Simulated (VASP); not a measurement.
# Hf (I4/mmm) in VASP: notebook

Runs on Hf. Level: r2SCAN. Tasks: single point.

Everything below comes from runs of VASP 6.6.1. Logs are shortened: lines on timing, memory, paths and dates and some standing lists are left out, and cuts for length are marked.

### Step 1. The cell of the first run

Symmetry: I4/mmm, No. 139, tetragonal system. The conventional cell has a = 3.140 Å, b = 3.140 Å, c = 4.618 Å, α = 90.00°, β = 90.00°, γ = 90.00°. Hf (site symmetry 4/mmm) has 12 Hf at 3.14 to 3.20 Å within 4.1 Å.

### Step 2. Single point, r2SCAN (strain +0.000 along x and y, +0.040 along z)

Input file POSCAR:

```
Hf
1.0
    0.0000000000      2.2200000000      2.3088000000
    2.2200000000      0.0000000000      2.3088000000
    2.2200000000      2.2200000000      0.0000000000
Hf
1
Direct
    0.0000000000      0.0000000000      0.0000000000
```

Input file INCAR.step1:

```
SYSTEM = Hf
ALGO = Normal
EDIFF = 1E-4
ENCUT = 520
GGA = PE
ISMEAR = 0
LASPH = .TRUE.
LCHARG = .FALSE.
LREAL = .FALSE.
LWAVE = .TRUE.
NBANDS = 11
NELM = 100
PREC = Accurate
SIGMA = 0.15
```

Input file INCAR.step2:

```
SYSTEM = Hf
ALGO = Normal
EDIFF = 1E-7
ENCUT = 520
ISIF = 2
ISMEAR = 0
ISTART = 1
LASPH = .TRUE.
LCHARG = .FALSE.
LMIXTAU = .TRUE.
LREAL = .FALSE.
LWAVE = .FALSE.
METAGGA = R2SCAN
NBANDS = 11
NELM = 100
PREC = Accurate
SIGMA = 0.15
```

Input file KPOINTS:

```
k-points
0
G
  18 18 18
  0 0 0
```

Potentials or basis: VASP PAW PBE potentials, release 64 (Hf_pv).

Run with:

```sh
> cat potpaw_PBE.64/Hf_pv/POTCAR > POTCAR
> cp INCAR.step1 INCAR
> mpirun -np 1 vasp_std > vasp.out
> cp INCAR.step2 INCAR
> mpirun -np 1 vasp_std > vasp.out
```

OUTCAR:

```text
SYSTEM = Hf
   EDIFF = 1E-7
   ENCUT = 520
   ISIF = 2
   ISMEAR = 0
   ISTART = 1
   LASPH = .TRUE.
   LREAL = .FALSE.
   METAGGA = R2SCAN
   NELM = 100
   PREC = Accurate

 ion  position               nearest neighbor table
   1  0.000  0.000  0.000-

  LATTYP: Found a body centered tetragonal cell.
 ALAT       =     3.1395541085
 C/A-ratio  =     1.4707821049

  Lattice vectors:

 A1 = (  -2.2200000000,   0.0000000000,   2.3088000000)
 A2 = (   2.2200000000,   0.0000000000,   2.3088000000)
 A3 = (   0.0000000000,   2.2200000000,  -2.3088000000)

Analysis of symmetry for initial positions (statically):
=====================================================================
 Subroutine PRICEL returns:
 Original cell was already a primitive cell.

 Routine SETGRP: Setting up the symmetry group for a
 body centered tetragonal supercell.

 Subroutine GETGRP returns: Found 16 space group operations
 (whereof 16 operations were pure point group operations)
 out of a pool of 16 trial point group operations.

The static configuration has the point symmetry D_4h.

Analysis of symmetry for dynamics (positions and initial velocities):
=====================================================================
 Subroutine PRICEL returns:
 Original cell was already a primitive cell.

 Routine SETGRP: Setting up the symmetry group for a
 body centered tetragonal supercell.

 Subroutine GETGRP returns: Found 16 space group operations
 (whereof 16 operations were pure point group operations)
 out of a pool of 16 trial point group operations.

The dynamic configuration has the point symmetry D_4h.

 Subroutine INISYM returns: Found 16 space group operations
 (whereof 16 operations are pure point group operations),
 and found     1 'primitive' translations

----------------------------------------------------------------------------------------

                                     Primitive cell

  volume of cell :      22.7574

  direct lattice vectors                    reciprocal lattice vectors
     0.000000000  2.220000000  2.308800000    -0.225225225  0.225225225  0.216562717
     2.220000000  0.000000000  2.308800000     0.225225225 -0.225225225  0.216562717
     2.220000000  2.220000000  0.000000000     0.225225225  0.225225225 -0.216562717

  length of vectors
     3.202960730  3.202960730  3.139554108     0.385165178  0.385165178  0.385165178

  position of ions in fractional coordinates (direct lattice)
     0.000000000  0.000000000  0.000000000

  ion indices of the primitive-cell ions
   primitive index   ion index
                 1           1

----------------------------------------------------------------------------------------

 KPOINTS: k-points

Automatic generation of k-mesh.
 Grid dimensions read from file:
 generate k-points for:   18   18   18

 Generating k-lattice:

  Cartesian coordinates                     Fractional coordinates (reciprocal lattice)
    -0.012512513  0.012512513  0.012031262     0.055555556 -0.000000000  0.000000000
     0.012512513 -0.012512513  0.012031262    -0.000000000  0.055555556  0.000000000
     0.012512513  0.012512513 -0.012031262     0.000000000  0.000000000  0.055555556

  Length of vectors
     0.021398065  0.021398065  0.021398065

  Shift w.r.t. Gamma in fractional coordinates (k-lattice)
     0.000000000  0.000000000  0.000000000

 Subroutine IBZKPT returns following result:
 ===========================================

 Found    480 irreducible k-points:

 Following reciprocal coordinates:
            Coordinates               Weight
  0.000000  0.000000  0.000000      1.000000
  0.055556 -0.000000  0.000000      8.000000
  0.111111 -0.000000  0.000000      8.000000
  0.166667  0.000000  0.000000      8.000000
  0.222222 -0.000000  0.000000      8.000000
  0.277778 -0.000000  0.000000      8.000000
[... 16 lines left out ...]
 -0.277778  0.055556  0.000000      8.000000
 -0.222222  0.055556  0.000000      8.000000
 [... further k-points ...]
   k-points           NKPTS =    480   k-points in BZ     NKDIM =    480   number of bands    NBANDS=     11
   number of dos      NEDOS =    301   number of ions     NIONS =      1
   total plane-waves  NPLWV =  13824
   dimension x,y,z NGX =    24 NGY =   24 NGZ =   24
   dimension x,y,z NGXF=    48 NGYF=   48 NGZF=   48
   ions per type =               1
   NGX,Y,Z   is equivalent  to a cutoff of  12.46, 12.46, 12.71 a.u.
   NGXF,Y,Z  is equivalent  to a cutoff of  24.91, 24.91, 25.42 a.u.
 SYSTEM =  Hf
   PREC   = accura    normal or accurate (medium, high low for compatibility)
   ISTART =      1    job   : 0-new  1-cont  2-samecut
   ICHARG =      0    charge: 1-file 2-atom 10-const
   ISPIN  =      1    spin polarized calculation?
   LNONCOLLINEAR =      F non collinear calculations
   LSORBIT =      F    spin-orbit coupling
   LASPH  =      T    aspherical Exc in radial PAW
   ENCUT  =  520.0 eV  38.22 Ry    6.18 a.u.   5.96  5.96  5.84*2*pi/ulx,y,z
   NELM   =    100;   NELMIN=  2; NELMDL=  0     # of ELM steps
   EDIFF  = 0.1E-06   stopping-criterion for ELM
   LREAL  =      F    real-space projection
   EDIFFG = 0.1E-05   stopping-criterion for IOM
   NSW    =      0    number of steps for IOM
   IBRION =     -1    ionic relax: 0-MD 1-quasi-New 2-CG
   NFREE  =      0    steps in history (QN), initial steepest desc. (CG)
   ISIF   =      2    stress and relaxation
   ISYM   =      2    0-nonsym 1-usesym 2-fastsym
   POTIM  = 0.5000    time-step for ionic-motion
   TEBEG  =    0.0;   TEEND  =   0.0 temperature during run
   PSTRESS=    0.0 pullay stress
   NELECT =      10.0000    total number of electrons
   NUPDOWN=      -1.0000    fix difference up-down
   EMIN   =  10.00;   EMAX   =-10.00  energy-range for DOS
   EFERMI =   0.00;   METHOD = LEGACY
   ISMEAR =     0;   SIGMA  =   0.15  broadening in eV -4-tet -1-fermi 0-gaus
   EFERMI_NEDOS =   21; number of points for ismear=-14 and -15
   IALGO  =     38    algorithm
   IMIX   =      4    mixing-type and parameters
     AMIX     =   0.40;   BMIX     =  1.00
     AMIX_MAG =   1.60;   BMIX_MAG =  1.00
  volume/ion in A,a.u.               =      22.76       153.57
  Fermi-wavevector in a.u.,A,eV,Ry     =   1.244612  2.351976 21.076237  1.549060
  Thomas-Fermi vector in A             =   2.378871
   LORBIT       =      0    0 simple, 1 ext, 2 COOP (PROOUT), +10 PAW based schemes
   METAGGA = R2SCAN    functional components
   LHFCALC =     F    Hartree Fock is set to
   AEXX    =    0.0000 exact exchange contribution
   IVDW    =     0    specifies the selected vdW correction
   LEPSILON=     F    determine dielectric tensor
   LRPA    =     F    only Hartree local field effects (RPA)
 non-spin polarized calculation
 Gauss-broadening in eV      SIGMA  =   0.15
  energy-cutoff  :      520.00
  volume of cell :       22.76
 maximum number of plane-waves:       630
   NGX = 11   NGY = 11   NGZ = 11

 number of electron       9.9999999 magnetization

 Free energy of the ion-electron system (eV)
  ---------------------------------------------------
  ext. energy  EPLUGINS =         0.00000000
  ---------------------------------------------------
  free energy    TOTEN  =       -45.06647608 eV

  energy without entropy =      -45.05057048  energy(sigma->0) =      -45.05852328

 E-fermi :   4.4840     XC(G=0): -12.0869

 val. band max:        4.4838335674   @ k =  -0.2222   0.0000   0.1111
 cond. band min:       4.4865247583   @ k =  -0.3889   0.0000   0.0556
 fundamental gap:      0.0026911908
 Fermi energy:         4.4839890924

 k-point     1 :       0.0000    0.0000    0.0000
  band No.  band energies     occupation
      1     -26.6964      2.00000
      2     -26.6962      2.00000
      3     -26.6962      2.00000
      4      -3.0058      2.00000
      5       5.7902      0.00000
      6       6.2457      0.00000
      7       6.2457      0.00000
      8       8.6655      0.00000
      9       9.3345      0.00000
     10      16.2982      0.00000
     11      16.4100      0.00000

 k-point     2 :       0.0556   -0.0000    0.0000
  band No.  band energies     occupation
      1     -26.7218      2.00000
      2     -26.7002      2.00000
      3     -26.6987      2.00000
      4      -2.8957      2.00000
      5       5.7803      0.00000
      6       6.1848      0.00000
      7       6.2999      0.00000
      8       8.6160      0.00000
      9       9.2641      0.00000
     10      16.4100      0.00000
     11      16.5518      0.00000

 k-point     3 :       0.1111   -0.0000    0.0000
  band No.  band energies     occupation
      1     -26.7947      2.00000
      2     -26.7112      2.00000
      3     -26.7061      2.00000
      4      -2.5738      2.00000
      5       5.5994      0.00000
      6       6.1757      0.00000
      7       6.4451      0.00000
      8       8.5117      0.00000
      9       9.0934      0.00000
     10      16.4100      0.00000
     11      17.2191      0.00000

 k-point     4 :       0.1667    0.0000    0.0000
  band No.  band energies     occupation
      1     -26.9047      2.00000
      2     -26.7279      2.00000
      3     -26.7172      2.00000
      4      -2.0668      2.00000
      5       5.2246      0.00000
      6       6.2660      0.00000
      7       6.6204      0.00000
      8       8.4765      0.00000
      9       8.9359      0.00000
     10      16.4098      0.00000
     11      17.5814      0.00000
[... 239 lines left out ...]
 k-point    22 :      -0.3333    0.0556    0.0000
  band No.  band energies     occupation
      1     -27.3424      2.00000
      2     -26.8191      2.00000
      3     -26.7571      2.00000
      4       0.2467      2.00000
      5       4.3492      1.79604
      6       5.8278      0.00000
      7       6.4840      0.00000
      8       9.5651      0.00000
      9      10.4672      0.00000
     10      15.1868      0.00000
     11      16.4104      0.00000

 k-point    23 :      -0.2778    0.0556    0.0000
  band No.  band energies     occupation
      1     -27.2277      2.00000
      2     -26.8001      2.00000
      3     -26.7422      2.00000
      4      -0.3729      2.00000
      5       4.3991      1.57668
      6       6.0296      0.00000
      7       6.6743      0.00000
      8       8.9748      0.00000
      9       9.8147      0.00000
     10      15.8278      0.00000
     11      16.4109      0.00000

 k-point    24 :      -0.2222    0.0556    0.0000
  band No.  band energies     occupation
      1     -27.0967      2.00000
      2     -26.7774      2.00000
      3     -26.7273      2.00000
      4      -1.0791      2.00000
      5       4.6481      0.12174
      6       6.1912      0.00000
      7       6.8029      0.00000
      8       8.5766      0.00000
      9       9.2505      0.00000
     10      16.4077      0.00000
     11      16.5999      0.00000

 [... further k-points ...]
[... 5 lines left out ...]
  --------------------------------------------------------------------------------------
  -------------------------------------------------------------------------------------
  Total       -0.1622723     -0.1622723     -0.4831739      0.0000000     -0.0000000     -0.0000000
  in kB      -11.4243793    -11.4243793    -34.0166720      0.0000000     -0.0000000     -0.0000000
  external PRESSURE =     -18.9551435 kB  Pullay stress =       0.0000000 kB

 VOLUME and BASIS-vectors are now :
 -----------------------------------------------------------------------------
  energy-cutoff  :      520.00
  volume of cell :       22.76
      direct lattice vectors                 reciprocal lattice vectors
     0.000000000  2.220000000  2.308800000    -0.225225225  0.225225225  0.216562717
     2.220000000  0.000000000  2.308800000     0.225225225 -0.225225225  0.216562717
     2.220000000  2.220000000  0.000000000     0.225225225  0.225225225 -0.216562717

 POSITION                                       TOTAL-FORCE (eV/Angst)
 -----------------------------------------------------------------------------------
      0.00000      0.00000      0.00000         0.000000      0.000000      0.000000
 -----------------------------------------------------------------------------------
    total drift:                               -0.000000     -0.000000     -0.000000

  FREE ENERGIE OF THE ION-ELECTRON SYSTEM (eV)
  ---------------------------------------------------
  free  energy   TOTEN  =       -45.0664760832 eV

  energy  without entropy=      -45.0505704824  energy(sigma->0) =      -45.05852328
```

Run time: 2.7 min. Hardware: 1 thread of Intel Xeon Platinum 8559C (Emerald Rapids), shared host; peak memory 0.24 GiB.

Results:

* Free energy: -45.0665 eV
* Pressure: -1.9 GPa
* Band gap on the k mesh: zero (band 5 reaches 5.88 eV, above the bottom of band 6 at 3.85 eV)

Stress tensor (GPa, compression positive):
```
-1.14  0.00  0.00
 0.00 -1.14  0.00
 0.00  0.00 -3.40
```

Levels at points of the mesh, in eV from the Fermi level:
| k point | band 3 | band 4 | band 5 | band 6 | band 7 | band 8 |
| --- | --- | --- | --- | --- | --- | --- |
| (0.00, 0.00, 0.00) | -31.18 | -7.49 | 1.31 | 1.76 | 1.76 | 4.18 |
| (0.50, 0.00, 0.00) | -31.26 | -3.68 | 0.32 | 1.16 | 1.67 | 6.43 |
| (0.50, 0.50, 0.00) | -31.43 | -3.30 | -2.02 | 1.92 | 6.68 | 7.13 |
| (0.50, 0.00, 0.50) | -31.44 | -3.22 | -2.13 | 2.58 | 6.58 | 6.87 |

Caveat: the cell differs from its parent crystal (strain +0.000 along x and y, +0.040 along z); the PAW data sets were made with another functional, which shifts forces and pressure a little; spin-orbit coupling is left out, which moves the levels of the heavy elements.

### Step 3. Single point, r2SCAN (strain +0.000 along x and y, +0.080 along z)

Input file POSCAR:

```
Hf
1.0
    0.0000000000      2.2200000000      2.3976000000
    2.2200000000      0.0000000000      2.3976000000
    2.2200000000      2.2200000000      0.0000000000
Hf
1
Direct
    0.0000000000      0.0000000000      0.0000000000
```

Input file INCAR.step1:

```
SYSTEM = Hf
ALGO = Normal
EDIFF = 1E-4
ENCUT = 520
GGA = PE
ISMEAR = 0
LASPH = .True.
LCHARG = .False.
LREAL = .False.
LWAVE = .True.
NBANDS = 11
NELM = 60
PREC = Accurate
SIGMA = 0.15
```

Input file INCAR.step2:

```
SYSTEM = Hf
ALGO = Normal
EDIFF = 1E-7
ENCUT = 520
ISIF = 2
ISMEAR = 0
ISTART = 1
LASPH = .True.
LCHARG = .False.
LMIXTAU = .True.
LREAL = .False.
LWAVE = .False.
METAGGA = R2SCAN
NBANDS = 11
NELM = 60
PREC = Accurate
SIGMA = 0.15
```

Input file KPOINTS:

```
k-points
0
Gamma
  18 18 18
  0 0 0
```

Potentials or basis: VASP PAW PBE potentials, release 64 (Hf_pv).

Run with:

```sh
> cat potpaw_PBE.64/Hf_pv/POTCAR > POTCAR
> cp INCAR.step1 INCAR
> mpirun -np 1 vasp_std > vasp.out
> cp INCAR.step2 INCAR
> mpirun -np 1 vasp_std > vasp.out
```

Run time: 1.9 min. Hardware: 1 thread of Intel Xeon 6975P-C (Granite Rapids), shared host; peak memory 0.24 GiB.

The run converged. Its results:

```yaml
Free_energy: -45.0342 eV
Pressure: -5.5 GPa
Band_gap_on_the_k_mesh: zero (band 5 reaches 5.43 eV, above the bottom of band 6 at 3.65 eV)
```

Stress tensor (GPa, compression positive):
```
-4.05  0.00  0.00
 0.00 -4.05  0.00
 0.00  0.00 -8.33
```

Levels at points of the mesh, in eV from the Fermi level:
| k point | band 3 | band 4 | band 5 | band 6 | band 7 | band 8 |
| --- | --- | --- | --- | --- | --- | --- |
| (0.00, 0.00, 0.00) | -31.32 | -7.34 | 1.03 | 1.92 | 1.92 | 3.69 |
| (0.50, 0.00, 0.00) | -31.38 | -3.55 | 0.24 | 0.96 | 1.90 | 6.07 |
| (0.50, 0.50, 0.00) | -31.51 | -3.21 | -1.82 | 1.37 | 6.47 | 6.82 |
| (0.50, 0.00, 0.50) | -31.53 | -3.02 | -1.98 | 2.62 | 6.20 | 6.33 |

Caveat: the cell differs from its parent crystal (strain +0.000 along x and y, +0.080 along z); the PAW data sets were made with another functional, which shifts forces and pressure a little; spin-orbit coupling is left out, which moves the levels of the heavy elements.

### Step 4. Single point, r2SCAN (strain +0.040 along x and y, +0.080 along z)

Input file POSCAR:

```
Hf
1.0
    0.0000000000      2.3088000000      2.3976000000
    2.3088000000      0.0000000000      2.3976000000
    2.3088000000      2.3088000000      0.0000000000
Hf
1
Direct
    0.0000000000      0.0000000000      0.0000000000
```

Input file INCAR.step1:

```
PREC = Accurate
ENCUT = 520
ISMEAR = 0
SIGMA = 0.15
LREAL = False
LASPH = True
NELM = 60
NBANDS = 11
GGA = PE
ALGO = Normal
EDIFF = 1E-4
LWAVE = True
LCHARG = False
```

Input file INCAR.step2:

```
PREC = Accurate
ENCUT = 520
EDIFF = 1E-7
ISMEAR = 0
SIGMA = 0.15
LREAL = False
LASPH = True
NELM = 60
ALGO = Normal
ISIF = 2
LWAVE = False
LCHARG = False
METAGGA = R2SCAN
LMIXTAU = True
NBANDS = 11
ISTART = 1
```

Input file KPOINTS:

```
Automatic mesh
0
Gamma
  18 18 18
```

Run with:

```sh
> cat potpaw_PBE.64/Hf_pv/POTCAR > POTCAR
> cp INCAR.step1 INCAR
> mpirun -np 1 vasp_std > vasp.out
> cp INCAR.step2 INCAR
> mpirun -np 1 vasp_std > vasp.out
```

Run time: 3.5 min. Hardware: 1 thread of Intel Xeon 6975P-C (Granite Rapids), shared host; peak memory 0.26 GiB.

The run converged. Its results:

- Free energy: -44.9424 eV
- Pressure: -11.6 GPa
- Band gap on the k mesh: zero (band 5 reaches 5.07 eV, above the bottom of band 6 at 3.19 eV)

Stress tensor (GPa, compression positive):
```
-10.89   0.00   0.00
  0.00 -10.89   0.00
  0.00   0.00 -12.91
```

Levels at points of the mesh, in eV from the Fermi level:
```
           k point  band 3  band 4  band 5  band 6  band 7  band 8
(0.00, 0.00, 0.00)  -31.65   -7.09    1.25    1.65    1.65    3.76
(0.50, 0.00, 0.00)  -31.70   -3.37    0.01    1.16    1.59    5.66
(0.50, 0.50, 0.00)  -31.82   -2.87   -1.66    1.43    5.87    6.23
(0.50, 0.00, 0.50)  -31.82   -2.76   -1.74    2.01    5.79    6.03
```

Caveat: the cell differs from its parent crystal (strain +0.040 along x and y, +0.080 along z); the PAW data sets were made with another functional, which shifts forces and pressure a little; spin-orbit coupling is left out, which moves the levels of the heavy elements.

### Step 5. Overview

```csv
cell,gap on the mesh (eV),pressure (GPa)
"a = 3.203, b = 3.203, c = 3.140 Å, angles 60.7, 60.7, 58.7°, 1 atom",none,-1.9
"a = 3.268, b = 3.268, c = 3.140 Å, angles 61.3, 61.3, 57.4°, 1 atom",none,-5.5
"a = 3.329, b = 3.329, c = 3.265 Å, angles 60.6, 60.6, 58.7°, 1 atom",none,-11.6
```

Alike in all rows: task single point; level r2SCAN; potentials or basis VASP PAW PBE potentials, release 64 (Hf_pv); no spin polarisation; k mesh 18 × 18 × 18; cutoff (eV) 520; smearing gaussian 0.15 eV.

Caveats: the PAW data sets were made with another functional, which shifts forces and pressure a little; spin-orbit coupling is left out, which moves the levels of the heavy elements.

Total energies depend on the potentials used, so only differences within one code and one set of settings carry meaning.
